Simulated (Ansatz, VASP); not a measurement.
## Two plane-wave programs on Sb

File INCAR:

```
SYSTEM = Sb
  ALGO = Normal
  EDIFF = 1E-6
  EDIFFG = -0.005
  ENCUT = 600
  GGA = PS
  IBRION = 2
  ISIF = 3
  ISMEAR = 0
  LASPH = .True.
  LCHARG = .False.
  LREAL = .False.
  LWAVE = .False.
  NELM = 100
  NSW = 100
  PREC = Accurate
  SIGMA = 0.1
```

Contents of KPOINTS:

```
k-points
0
Gamma
  12 12 12
  0 0 0
```

POSCAR

```
Sb
1.0
   -4.0300106443      4.0300106443      2.0254867038
    4.0300106443     -4.0300106443      2.0254867038
    4.0300106443      4.0300106443     -2.0254867038
Sb
4
Direct
    0.3487369400      0.1512630600      0.5000000000
    0.8487369400      0.3487369400      0.1974738800
    0.6512630600      0.8487369400      0.5000000000
    0.1512630600      0.6512630600      0.8025261200
```

Input for Ansatz:

```yaml
crystal:
  lattice:
    - [-4.0300106443, 4.0300106443, 2.0254867038]
    - [4.0300106443, -4.0300106443, 2.0254867038]
    - [4.0300106443, 4.0300106443, -2.0254867038]
  atoms:
    - { symbol: Sb, position: [0.34873694, 0.15126306, 0.5] }
    - { symbol: Sb, position: [0.84873694, 0.34873694, 0.19747388] }
    - { symbol: Sb, position: [0.65126306, 0.84873694, 0.5] }
    - { symbol: Sb, position: [0.15126306, 0.65126306, 0.80252612] }
basis:
  ecutwfc: 420
kpoints:
  mp_grid: { grid: [12, 12, 12] }
hamiltonian:
  xc: pbesol
scf:
  occupations: { method: gaussian, width: 0.1 }
output:
  forces: true
  stress: true
  eigenvalues: true
relax:
  adjacent_minimum: "off"
  f_tol: 0.005
  max_steps: 80
  cell: { stress_tol: 0.05 }
```

Alike in both runs: task relaxation of cell and atoms; functional PBEsol; k mesh 12 × 12 × 12; occupations gaussian, width 0.1 eV; no spin polarisation.

|  | VASP | Ansatz |
| --- | --- | --- |
| version | VASP 6.6.1 | Ansatz 0.2.0 |
| potentials or method | VASP PAW PBE potentials, release 64 (Sb), cutoff 600 eV | scalar-relativistic, plane waves, PAW |
| valence electrons in the cell | 20 | 60 |

|  | VASP | Ansatz | Ansatz less VASP |
| --- | --- | --- | --- |
| gap on the k mesh at the Fermi level, each at its own relaxed structure (eV) | none | none | - |
| relaxed volume (Å³/atom) | 32.50 | 32.44 | -0.058 |
| relaxed length of the cell vector where the two differ most in proportion (Å) | 6.021 | 6.018 | -0.0031 |

VASP's potentials were made for PBE, not for PBEsol. A gap of «none» marks a metal or a gap that the smearing closes. VASP's potentials hold 20 valence electrons a cell and Ansatz's 60, so a difference there can come from the potentials and not from the codes.

Neither program's run includes spin-orbit coupling.
